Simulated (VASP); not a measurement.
# Ta (Im-3m) in VASP: a series of runs

Ta is run at these levels: PBEsol; tasks: single point, relaxation of cell and atoms.

All numbers are computed with VASP 6.6.1; they aren't measurements. Logs are shortened: lines on timing, memory, paths and dates and some standing lists are left out, and cuts for length are marked.

## (1) The cell of the first run

Symmetry: Im-3m, No. 229, cubic system. The conventional cell has a = 3.281 Å, b = 3.281 Å, c = 3.281 Å, α = 90.00°, β = 90.00°, γ = 90.00°. Ta (site symmetry m-3m) has 14 Ta at 2.84 to 3.28 Å within 3.7 Å.

## (2) Single point, PBEsol

The input, INCAR:

```
SYSTEM = Ta
  PREC = Accurate
  ENCUT = 520
  EDIFF = 1E-7
  ISMEAR = -1
  SIGMA = 0.05
  LREAL = .FALSE.
  LASPH = .TRUE.
  NELM = 60
  ALGO = Normal
  ISIF = 2
  LWAVE = .FALSE.
  LCHARG = .TRUE.
  GGA = PS
  LELF = .TRUE.
  LVHAR = .TRUE.
  NBANDS = 12
```

The input, KPOINTS:

```
Automatic mesh
0
G
  18 18 18
  0 0 0
```

The input, POSCAR:

```
Ta
1.0
   -1.6403433495      1.6403433495      1.6403433495
    1.6403433495     -1.6403433495      1.6403433495
    1.6403433495      1.6403433495     -1.6403433495
Ta
1
Direct
    0.0000000000      0.0000000000      0.0000000000
```

Potentials or basis: VASP PAW PBE potentials, release 64 (Ta_pv).

Command:

```console
$ cat potpaw_PBE.64/Ta_pv/POTCAR > POTCAR
$ mpirun -np 1 vasp_std > vasp.out
```

OUTCAR:

```text
SYSTEM = Ta
   PREC = Accurate
   ENCUT = 520
   EDIFF = 1E-7
   ISMEAR = -1
   LREAL = .FALSE.
   LASPH = .TRUE.
   NELM = 60
   ISIF = 2
   GGA = PS

 ion  position               nearest neighbor table
   1  0.000  0.000  0.000-

  LATTYP: Found a body centered cubic cell.
 ALAT       =     3.2806866990

  Lattice vectors:

 A1 = (  -1.6403433495,   1.6403433495,   1.6403433495)
 A2 = (   1.6403433495,  -1.6403433495,   1.6403433495)
 A3 = (   1.6403433495,   1.6403433495,  -1.6403433495)

Analysis of symmetry for initial positions (statically):
=====================================================================
 Subroutine PRICEL returns:
 Original cell was already a primitive cell.

 Routine SETGRP: Setting up the symmetry group for a
 body centered cubic supercell.

 Subroutine GETGRP returns: Found 48 space group operations
 (whereof 48 operations were pure point group operations)
 out of a pool of 48 trial point group operations.

The static configuration has the point symmetry O_h .

Analysis of symmetry for dynamics (positions and initial velocities):
=====================================================================
 Subroutine PRICEL returns:
 Original cell was already a primitive cell.

 Routine SETGRP: Setting up the symmetry group for a
 body centered cubic supercell.

 Subroutine GETGRP returns: Found 48 space group operations
 (whereof 48 operations were pure point group operations)
 out of a pool of 48 trial point group operations.

The dynamic configuration has the point symmetry O_h .

 Subroutine INISYM returns: Found 48 space group operations
 (whereof 48 operations are pure point group operations),
 and found     1 'primitive' translations

----------------------------------------------------------------------------------------

                                     Primitive cell

  volume of cell :      17.6549

  direct lattice vectors                    reciprocal lattice vectors
    -1.640343349  1.640343349  1.640343349     0.000000000  0.304814233  0.304814233
     1.640343349 -1.640343349  1.640343349     0.304814233  0.000000000  0.304814233
     1.640343349  1.640343349 -1.640343349     0.304814233  0.304814233  0.000000000

  length of vectors
     2.841158023  2.841158023  2.841158023     0.431072422  0.431072422  0.431072422

  position of ions in fractional coordinates (direct lattice)
     0.000000000  0.000000000  0.000000000

  ion indices of the primitive-cell ions
   primitive index   ion index
                 1           1

----------------------------------------------------------------------------------------

 KPOINTS: Automatic mesh

Automatic generation of k-mesh.
 Grid dimensions read from file:
 generate k-points for:   18   18   18

 Generating k-lattice:

  Cartesian coordinates                     Fractional coordinates (reciprocal lattice)
     0.000000000  0.016934124  0.016934124     0.055555556  0.000000000  0.000000000
     0.016934124  0.000000000  0.016934124     0.000000000  0.055555556  0.000000000
     0.016934124  0.016934124  0.000000000     0.000000000  0.000000000  0.055555556

  Length of vectors
     0.023948468  0.023948468  0.023948468

  Shift w.r.t. Gamma in fractional coordinates (k-lattice)
     0.000000000  0.000000000  0.000000000

 Subroutine IBZKPT returns following result:
 ===========================================

 Found    195 irreducible k-points:

 Following reciprocal coordinates:
            Coordinates               Weight
  0.000000  0.000000  0.000000      1.000000
  0.055556  0.000000  0.000000     12.000000
  0.111111  0.000000  0.000000     12.000000
  0.166667  0.000000  0.000000     12.000000
  0.222222  0.000000  0.000000     12.000000
  0.277778  0.000000  0.000000     12.000000
[... 16 lines left out ...]
  0.333333  0.111111  0.000000     48.000000
  0.388889  0.111111 -0.000000     48.000000
 [... further k-points ...]
   k-points           NKPTS =    195   k-points in BZ     NKDIM =    195   number of bands    NBANDS=     12
   number of dos      NEDOS =    301   number of ions     NIONS =      1
   total plane-waves  NPLWV =  13824
   dimension x,y,z NGX =    24 NGY =   24 NGZ =   24
   dimension x,y,z NGXF=    48 NGYF=   48 NGZF=   48
   ions per type =               1
   NGX,Y,Z   is equivalent  to a cutoff of  14.04, 14.04, 14.04 a.u.
   NGXF,Y,Z  is equivalent  to a cutoff of  28.09, 28.09, 28.09 a.u.
 SYSTEM =  Ta
   PREC   = accura    normal or accurate (medium, high low for compatibility)
   ISTART =      0    job   : 0-new  1-cont  2-samecut
   ICHARG =      2    charge: 1-file 2-atom 10-const
   ISPIN  =      1    spin polarized calculation?
   LNONCOLLINEAR =      F non collinear calculations
   LSORBIT =      F    spin-orbit coupling
   LASPH  =      T    aspherical Exc in radial PAW
   ENCUT  =  520.0 eV  38.22 Ry    6.18 a.u.   5.28  5.28  5.28*2*pi/ulx,y,z
   NELM   =     60;   NELMIN=  2; NELMDL= -5     # of ELM steps
   EDIFF  = 0.1E-06   stopping-criterion for ELM
   LREAL  =      F    real-space projection
   EDIFFG = 0.1E-05   stopping-criterion for IOM
   NSW    =      0    number of steps for IOM
   IBRION =     -1    ionic relax: 0-MD 1-quasi-New 2-CG
   NFREE  =      0    steps in history (QN), initial steepest desc. (CG)
   ISIF   =      2    stress and relaxation
   ISYM   =      2    0-nonsym 1-usesym 2-fastsym
   POTIM  = 0.5000    time-step for ionic-motion
   TEBEG  =    0.0;   TEEND  =   0.0 temperature during run
   PSTRESS=    0.0 pullay stress
   NELECT =      11.0000    total number of electrons
   NUPDOWN=      -1.0000    fix difference up-down
   EMIN   =  10.00;   EMAX   =-10.00  energy-range for DOS
   EFERMI =   0.00;   METHOD = LEGACY
   ISMEAR =    -1;   SIGMA  =   0.05  broadening in eV -4-tet -1-fermi 0-gaus
   EFERMI_NEDOS =   21; number of points for ismear=-14 and -15
   IALGO  =     38    algorithm
   IMIX   =      4    mixing-type and parameters
     AMIX     =   0.40;   BMIX     =  1.00
     AMIX_MAG =   1.60;   BMIX_MAG =  1.00
  volume/ion in A,a.u.               =      17.65       119.14
  Fermi-wavevector in a.u.,A,eV,Ry     =   1.398248  2.642306 26.600727  1.955098
  Thomas-Fermi vector in A             =   2.521425
   LORBIT       =      0    0 simple, 1 ext, 2 COOP (PROOUT), +10 PAW based schemes
   GGA     = PS    functional components
   LHFCALC =     F    Hartree Fock is set to
   AEXX    =    0.0000 exact exchange contribution
   IVDW    =     0    specifies the selected vdW correction
   LEPSILON=     F    determine dielectric tensor
   LRPA    =     F    only Hartree local field effects (RPA)
 non-spin polarized calculation
  energy-cutoff  :      520.00
  volume of cell :       17.65
 maximum number of plane-waves:       490
 NGX is ok and might be reduce to    24
   NGX = 11   NGY = 11   NGZ = 11

 number of electron      11.0000002 magnetization

 Free energy of the ion-electron system (eV)
  ---------------------------------------------------
  ext. energy  EPLUGINS =         0.00000000
  ---------------------------------------------------
  free energy    TOTEN  =       -12.55733724 eV

  energy without entropy =      -12.54736070  energy(sigma->0) =      -12.55234897

 E-fermi :   5.4903     XC(G=0): -12.8307

 val. band max:        5.4747037644   @ k =   0.1111   0.0556   0.0556
 cond. band min:       5.4905499491   @ k =   0.1667   0.0000   0.0000
 fundamental gap:      0.0158461847
 Fermi energy:         5.4903250506

 k-point     1 :       0.0000    0.0000    0.0000
  band No.  band energies     occupation
      1     -27.4598      2.00000
      2     -27.4598      2.00000
      3     -27.4598      2.00000
      4      -2.5232      2.00000
      5       6.2039      0.00000
      6       6.2039      0.00000
      7       6.2039      0.00000
      8       9.5455      0.00000
      9       9.5455      0.00000
     10      20.2180      0.00000
     11      20.6179      0.00000
     12      20.6179      0.00000

 k-point     2 :       0.0556    0.0000    0.0000
  band No.  band energies     occupation
      1     -27.5014      2.00000
      2     -27.4725      2.00000
      3     -27.4600      2.00000
      4      -2.3808      2.00000
      5       6.1107      0.00001
      6       6.1780      0.00000
      7       6.3432      0.00000
      8       9.3908      0.00000
      9       9.5454      0.00000
     10      20.2180      0.00000
     11      20.7483      0.00000
     12      20.8664      0.00000

 k-point     3 :       0.1111    0.0000    0.0000
  band No.  band energies     occupation
      1     -27.6200      2.00000
      2     -27.5089      2.00000
      3     -27.4608      2.00000
      4      -1.9689      2.00000
      5       5.8541      0.00138
      6       6.0684      0.00002
      7       6.7568      0.00000
      8       9.0684      0.00000
      9       9.5531      0.00000
     10      20.2173      0.00000
     11      21.0782      0.00000
     12      21.5870      0.00000
[... 286 lines left out ...]
 k-point    23 :       0.3333    0.1111    0.0000
  band No.  band energies     occupation
      1     -28.5572      2.00000
      2     -27.8582      2.00000
      3     -27.5222      2.00000
      4       1.3589      2.00000
      5       4.1349      2.00000
      6       5.5970      0.21166
      7       9.2334      0.00000
      8      10.4408      0.00000
      9      12.5519      0.00000
     10      18.1893      0.00000
     11      19.4394      0.00000
     12      20.2469      0.00000

 k-point    24 :       0.3889    0.1111   -0.0000
  band No.  band energies     occupation
      1     -28.6426      2.00000
      2     -27.9005      2.00000
      3     -27.5238      2.00000
      4       1.4122      2.00000
      5       3.9980      2.00000
      6       6.2108      0.00000
      7       9.3027      0.00000
      8      10.6376      0.00000
      9      13.5871      0.00000
     10      17.2520      0.00000
     11      18.6452      0.00000
     12      20.2361      0.00000

 [... further k-points ...]

------------------------ aborting loop because EDIFF is reached ----------------------------------------

  FORCE on cell =-STRESS in cart. coord.  units (eV):
  Direction    XX          YY          ZZ          XY          YZ          ZX
  --------------------------------------------------------------------------------------
  -------------------------------------------------------------------------------------
  Total        0.0199797      0.0199797      0.0199797     -0.0000000     -0.0000000      0.0000000
  in kB        1.8131560      1.8131560      1.8131560     -0.0000000     -0.0000000      0.0000000
  external PRESSURE =       1.8131560 kB  Pullay stress =       0.0000000 kB

 VOLUME and BASIS-vectors are now :
 -----------------------------------------------------------------------------
  energy-cutoff  :      520.00
  volume of cell :       17.65
      direct lattice vectors                 reciprocal lattice vectors
    -1.640343349  1.640343349  1.640343349     0.000000000  0.304814233  0.304814233
     1.640343349 -1.640343349  1.640343349     0.304814233  0.000000000  0.304814233
     1.640343349  1.640343349 -1.640343349     0.304814233  0.304814233  0.000000000

 POSITION                                       TOTAL-FORCE (eV/Angst)
 -----------------------------------------------------------------------------------
      0.00000      0.00000      0.00000        -0.000000     -0.000000      0.000000
 -----------------------------------------------------------------------------------
    total drift:                               -0.000000      0.000000      0.000000

  FREE ENERGIE OF THE ION-ELECTRON SYSTEM (eV)
  ---------------------------------------------------
  free  energy   TOTEN  =       -12.5573372425 eV

  energy  without entropy=      -12.5473607009  energy(sigma->0) =      -12.55234897
```

It took 16 s on 1 thread of Intel Xeon Platinum 8488C (Sapphire Rapids), shared host; peak memory 0.17 GiB.

What came out:

```yaml
Free_energy: -12.5573 eV
Pressure: 0.2 GPa
```

Levels at points of the mesh, in eV from the Fermi level:
```
           k point  band 1  band 2  band 3  band 4  band 5  band 6  band 7  band 8  band 9  band 10
(0.00, 0.00, 0.00)  -32.95  -32.95  -32.95   -8.01    0.71    0.71    0.71    4.06    4.06    14.73
(0.50, 0.00, 0.00)  -34.21  -33.36  -32.96   -4.49   -1.62    1.70    3.95    5.00    8.00    12.03
(0.50, 0.50, 0.50)  -33.83  -33.83  -33.83   -3.94   -3.94    7.00    7.00    7.00    8.84     8.84
```

Caveat: the PAW data sets were made with another functional, which shifts forces and pressure a little; spin-orbit coupling is left out, which moves the levels of the heavy elements.

## (3) Relaxation of cell and atoms, PBEsol

This run uses another cell than the first one, of 18.02 Å³/atom, 1.021 times its volume.

The input, INCAR:

```
SYSTEM = Ta
  ALGO = Normal
  EDIFF = 1E-6
  EDIFFG = -0.005
  ENCUT = 600
  GGA = PS
  IBRION = 2
  ISIF = 3
  ISMEAR = -1
  LASPH = .True.
  LCHARG = .False.
  LREAL = .False.
  LWAVE = .False.
  NELM = 60
  NSW = 60
  PREC = Accurate
  SIGMA = 0.05
```

The input, KPOINTS:

```
k-points
0
Gamma
  18 18 18
  0 0 0
```

The input, POSCAR:

```
Ta
1.0
   -1.6515748661      1.6515748661      1.6515748661
    1.6515748661     -1.6515748661      1.6515748661
    1.6515748661      1.6515748661     -1.6515748661
Ta
1
Direct
    0.0000000000      0.0000000000      0.0000000000
```

Potentials or basis: VASP PAW PBE potentials, release 64 (Ta_pv).

Command:

```console
$ cat potpaw_PBE.64/Ta_pv/POTCAR > POTCAR
$ mpirun -np 1 vasp_std > vasp.out
```

It took 32 s on 1 thread of Intel Xeon Platinum 8488C (Sapphire Rapids), shared host; peak memory 0.18 GiB.

It converged, with:

```yaml
Free_energy: -12.5576 eV
Relaxed_volume: 17.67 Å³/atom
Relaxed_cell: a = 2.842 Å, b = 2.842 Å, c = 2.842 Å, α = 109.47°, β = 109.47°, γ = 109.47°
Space_group_after_relaxing_to_0.05_Å: Im-3m (No. 229)
Energy_gained_by_relaxing: 4.3 meV/atom
Ionic_steps: 4
Pressure_after_relaxing: 0.0 GPa
```

The path:
```
step  energy change (eV)  largest force (eV/Å)  pressure (GPa)  volume (Å³)
   1              0.0000                0.0000           -3.91        18.02
   2              0.0194                0.0000           10.23        16.90
   3             -0.0043                0.0000           -0.05        17.68
   4             -0.0043                0.0000            0.02        17.67
```

Final structure:
```xyz
1
Lattice="-1.6408 1.6408 1.6408 1.6408 -1.6408 1.6408 1.6408 1.6408 -1.6408" Properties=species:S:1:pos:R:3 pbc="T T T"
Ta    0.0000    0.0000    0.0000
```

Levels at points of the mesh, in eV from the Fermi level:
```
           k point  band 3  band 4  band 5  band 6  band 7  band 8
(0.00, 0.00, 0.00)  -32.95   -8.01    0.71    0.71    0.71    4.05
(0.50, 0.00, 0.00)  -32.96   -4.48   -1.62    1.69    3.94    5.00
(0.50, 0.50, 0.50)  -33.83   -3.94   -3.94    6.99    6.99    6.99
```

Caveat: the PAW data sets were made with another functional, which shifts forces and pressure a little; spin-orbit coupling is left out, which moves the levels of the heavy elements.
